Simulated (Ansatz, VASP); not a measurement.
**Ti in VASP and in Ansatz**

INCAR

```
SYSTEM = Ti
  PREC = Accurate
  ENCUT = 500
  EDIFF = 1E-6
  ISMEAR = 1
  SIGMA = 0.05
  LREAL = .FALSE.
  LASPH = .TRUE.
  NELM = 200
  ALGO = Normal
  ISIF = 2
  LWAVE = .FALSE.
  LCHARG = .FALSE.
  LNONCOLLINEAR = .TRUE.
  MAGMOM = 1 0 0 1 0 0
  LORBIT = 11
  LMAXMIX = 4
  GGA = LIBXC
  LIBXC1 = GGA_X_B88
  LIBXC2 = GGA_C_PBE
  NBANDS = 36
  GGA_COMPAT = .FALSE.
```

The input KPOINTS:

```
regular mesh
0
G
  8 8 4
  0 0 0
```

The input POSCAR:

```
Ti
1.0
    2.9101302477      0.0000000000      0.0000000000
   -1.4550651239      2.5202467229      0.0000000000
    0.0000000000      0.0000000000      4.6167490031
Ti
2
Direct
    0.6666666667      0.3333333333      0.7500000000
    0.3333333333      0.6666666667      0.2500000000
```

input.yaml

```yaml
crystal:
  lattice:
    - [2.9101302477, 0.0, 0.0]
    - [-1.4550651239, 2.5202467229, 0.0]
    - [0.0, 0.0, 4.6167490031]
  atoms:
    - { symbol: Ti, position: [0.6666666667, 0.3333333333, 0.75], spin: 1.0, spin_axis: [1.0, 0.0, 0.0] }
    - { symbol: Ti, position: [0.3333333333, 0.6666666667, 0.25], spin: 1.0, spin_axis: [1.0, 0.0, 0.0] }
kpoints:
  mp_grid: { grid: [8, 8, 4] }
scf:
  occupations: { method: cold, width: 0.05 }
hamiltonian:
  xc: { exchange: b88, correlation: pbe }
  pseudopotentials: { kind: all_electron, lapw: { basis_error: 0.001 } }
magnetization:
  noncollinear: true
output:
  forces: true
  stress: true
  eigenvalues: true
```

Change from the starting cell: volume scaled by 0.96.

Alike in both runs: task single point; functional b88 exchange, pbe correlation; k mesh 8 × 8 × 4; non-collinear spin.

```csv
,VASP,Ansatz
version,VASP 6.6.1,Ansatz 0.2.0
potentials or method,"VASP PAW PBE potentials, release 64 (Ti_sv), cutoff 500 eV","all-electron LAPW, scalar-relativistic"
occupations,"methfessel-paxton of order 1, width 0.05 eV","cold, width 0.05 eV"
```

Ansatz gave:

| Property | Result |
| --- | --- |
| gap on the k mesh at the Fermi level (eV) | none |
| pressure (GPa) | 2.6 |
| traceless stress, the component that is largest in VASP (GPa) | -0.84 |
| net moment per atom (μB) | 0.00 |

Which values does VASP return?

gap on the k mesh at the Fermi level (eV): none; pressure (GPa): 2.2; traceless stress, the component that is largest in VASP (GPa): -0.88; net moment per atom (μB): 0.00.

VASP's potentials were made for PBE, not for b88 exchange, pbe correlation. A gap of «none» marks a metal or a gap that the smearing closes. Ansatz ran all-electron here, and VASP with PAW potentials.

Noted on Ansatz's run: the program listed the state as in doubt; the k mesh is thin for a metal, which can move the energy by tens of meV per atom.
